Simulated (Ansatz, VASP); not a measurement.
## Si2Ge: VASP beside Ansatz

INCAR

```
SYSTEM = Si2Ge
  ALGO = Normal
  EDIFF = 1E-6
  ENCUT = 520
  GGA = PE
  ISIF = 2
  ISMEAR = 0
  LASPH = .TRUE.
  LCHARG = .FALSE.
  LREAL = .FALSE.
  LWAVE = .FALSE.
  NBANDS = 56
  NELM = 80
  PREC = Accurate
  SIGMA = 0.2
```

File KPOINTS:

```
k-points
0
G
  4 4 4
  0 0 0
```

The input POSCAR:

```
Si2Ge
1.0
    0.0000000000      0.0000000000     -5.2017891050
   -5.4567077868     -1.8368514338      0.0000000000
    0.0000000000      7.3474057354      0.0000000000
Si Ge
8 4
Direct
    0.2500000000      0.6510048457      0.9331514888
    0.2500000000      0.6510048457      0.4331514888
    0.2500000000      0.3489951543      0.6076490659
    0.2500000000      0.3489951543      0.1076490659
    0.7500000000      0.6510048457      0.8923509341
    0.7500000000      0.6510048457      0.3923509341
    0.7500000000      0.3489951543      0.5668485112
    0.7500000000      0.3489951543      0.0668485112
    0.2500000000      0.0000000000      0.7734505133
    0.2500000000      0.0000000000      0.2734505133
    0.7500000000      0.0000000000      0.7265494867
    0.7500000000      0.0000000000      0.2265494867
```

Input for Ansatz:

```yaml
crystal:
  lattice:
    - [0.0, 0.0, -5.201789105]
    - [-5.4567077868, -1.8368514338, 0.0]
    - [0.0, 7.3474057354, 0.0]
  atoms:
    - { symbol: Si, position: [0.25, 0.6510048457, 0.9331514888] }
    - { symbol: Si, position: [0.25, 0.6510048457, 0.4331514888] }
    - { symbol: Si, position: [0.25, 0.3489951543, 0.6076490659] }
    - { symbol: Si, position: [0.25, 0.3489951543, 0.1076490659] }
    - { symbol: Si, position: [0.75, 0.6510048457, 0.8923509341] }
    - { symbol: Si, position: [0.75, 0.6510048457, 0.3923509341] }
    - { symbol: Si, position: [0.75, 0.3489951543, 0.5668485112] }
    - { symbol: Si, position: [0.75, 0.3489951543, 0.0668485112] }
    - { symbol: Ge, position: [0.25, 0.0, 0.7734505133] }
    - { symbol: Ge, position: [0.25, 0.0, 0.2734505133] }
    - { symbol: Ge, position: [0.75, 0.0, 0.7265494867] }
    - { symbol: Ge, position: [0.75, 0.0, 0.2265494867] }
basis:
  ecutwfc: 420
kpoints:
  mp_grid: { grid: [4, 4, 4] }
hamiltonian:
  xc: pbe
scf:
  occupations: { method: gaussian, width: 0.2 }
  lower_state_search: "off"
output:
  forces: true
  stress: true
  eigenvalues: true
```

Alike in both runs: task single point; functional PBE; k mesh 4 × 4 × 4; occupations gaussian, width 0.2 eV; no spin polarisation.

|  | VASP | Ansatz |
| --- | --- | --- |
| version | VASP 6.6.1 | Ansatz 0.2.0 |
| potentials or method | VASP PAW PBE potentials, release 64 (Si, Ge_d), cutoff 520 eV | scalar-relativistic, plane waves, PAW |
| valence electrons in the cell | 88 | 88 |

|  | VASP | Ansatz | Ansatz less VASP |
| --- | --- | --- | --- |
| gap on the k mesh at the Fermi level (eV) | none | none | - |
| pressure (GPa) | 0.1 | 0.2 | +0.05 |
| traceless stress, the component that is largest in VASP (GPa) | 1.44 | 1.44 | -0.007 |
| rms of the force components (eV/Å) | 0.034 | 0.032 | -0.0015 |

Atom by atom the forces differ by 0.002 eV/Å (rms over components). A gap of «none» marks a metal or a gap that the smearing closes.
